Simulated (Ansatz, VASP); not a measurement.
# LiAgC2: VASP beside Ansatz

```
CELL_PARAMETERS angstrom
3.88137 0.00000 0.00000
-1.94068 3.36136 0.00000
0.00000 0.00000 5.89303
ATOMIC_POSITIONS crystal
Li 0.00000 0.00000 0.50000
Ag 0.66667 0.33333 0.00000
C 0.66667 0.33333 0.65623
C 0.66667 0.33333 0.34377
```

Alike in both runs: task single point; functional PBE; k mesh 9 × 9 × 6; occupations gaussian, width 0.02 eV; no spin polarisation.

|  | VASP | Ansatz |
| --- | --- | --- |
| version | VASP 6.6.1 | Ansatz 0.2.0 |
| potentials or method | VASP PAW PBE potentials, release 64 (Li_sv, Ag, C), cutoff 520 eV | scalar-relativistic, plane waves, PAW |
| valence electrons in the cell | 22 | 30 |

```tsv
	VASP	Ansatz	Ansatz less VASP
gap on the k mesh at the Fermi level (eV)	none	none	-
rms of the force components (eV/Å)	3.603	3.593	-0.0102
```

Atom by atom the forces differ by 0.010 eV/Å (rms over components). A gap of «none» marks a metal or a gap that the smearing closes. VASP's potentials hold 22 valence electrons a cell and Ansatz's 30, so a difference there can come from the potentials and not from the codes.

Noted on VASP's run: the cutoff is under 1.25 times that of the potentials, so the pressure is a little rough.
